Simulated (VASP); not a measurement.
## Cu: single point with PBE

The system is Cu.

```
CELL_PARAMETERS angstrom
2.53410 0.00000 0.00000
-1.26705 2.19459 0.00000
0.00000 0.00000 3.90694
ATOMIC_POSITIONS crystal
Cu 0.33333 0.66667 0.25000
Cu 0.66667 0.33333 0.75000
```

This cell differs from its parent crystal: strain +0.000 along x and y, -0.050 along z.

* Program: VASP 6.6.1
* Task: single point
* Functional: PBE
* Potentials or basis: VASP PAW PBE potentials, release 64 (Cu)
* Cutoff: 520 eV
* k mesh: 24 × 24 × 12
* Occupations: gaussian, width 0.15 eV
* Spin: no spin polarisation

```json
{"Pressure": "18.6 GPa", "Band gap on the k mesh": "zero (band 11 reaches 12.63 eV, above the bottom of band 12 at 6.60 eV)"}
```

Stress tensor (GPa, compression positive):
```
13.92  0.00  0.00
 0.00 13.92  0.00
 0.00  0.00 27.95
```

Levels at points of the mesh, in eV from the Fermi level:
```
           k point  band 9  band 10  band 11  band 12  band 13  band 14
(0.00, 0.00, 0.00)   -2.87    -1.84    -1.84    -0.66     5.04    21.21
(0.50, 0.00, 0.00)   -1.70    -1.61    -0.15     1.49     8.45     9.13
(0.00, 0.00, 0.50)   -2.08    -2.08    -2.08    -2.08    14.74    14.74
(0.50, 0.00, 0.50)   -1.75    -1.75     0.33     0.33     5.16     5.16
```

Wall time 82 s on 1 thread of Intel(R) Xeon(R) 6975P-C (Granite Rapids), on a shared host, peak memory 0.24 GiB.

Caveat: the cell differs from its parent crystal (strain +0.000 along x and y, -0.050 along z).
